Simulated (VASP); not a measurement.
In2SbSe3, 6 atoms in the cell. The structure is trigonal, space group R-3m (No. 166). Conventional cell: a = 6.082 Å, b = 6.082 Å, c = 14.993 Å, α = 90.00°, β = 90.00°, γ = 120.00°. Within 4.6 Å of In (site symmetry 3m) lie 4 In at 3.47 to 3.83 Å and 9 Se at 3.50 to 3.71 Å and 3 Sb at 3.59 Å. Sb (site symmetry -3m) has 6 Se at 3.05 Å and 6 In at 3.59 Å within 4.0 Å. Se (site symmetry 2/m) has 4 Se at 3.04 Å and 2 Sb at 3.05 Å and 6 In at 3.50 to 3.71 Å within 4.0 Å. The cell was generated, and may not be a known phase.

| Quantity | Value |
| --- | --- |
| Program | VASP 6.6.1 |
| Task | single point |
| Functional | PBE |
| Potentials or basis | VASP PAW PBE potentials, release 64 (In_d, Sb, Se) |
| Cutoff | 520 eV |
| k mesh | 12 × 12 × 12 |
| Occupations | gaussian, width 0.1 eV |
| Spin | no spin polarisation |
| Dipole correction | no |
| Further INCAR settings | ALGO = Normal; EDIFF = 1e-07; NBANDS = 34 |

Potentials or basis: VASP PAW PBE potentials, release 64 (In_d, Sb, Se).

Command:

```console
$ cat potpaw_PBE.64/In_d/POTCAR potpaw_PBE.64/Sb/POTCAR potpaw_PBE.64/Se/POTCAR > POTCAR
$ mpirun -np 1 vasp_std > vasp.out
```

Hardware: 1 thread of Intel Xeon 8259CL (shared host).

Question: Estimate the wall time of this run.

Answer: Wall time 33 min on 1 thread of Intel Xeon 8259CL, with other jobs on the host, peak memory 1 GiB. Counts: scf iterations 14, k points 189.
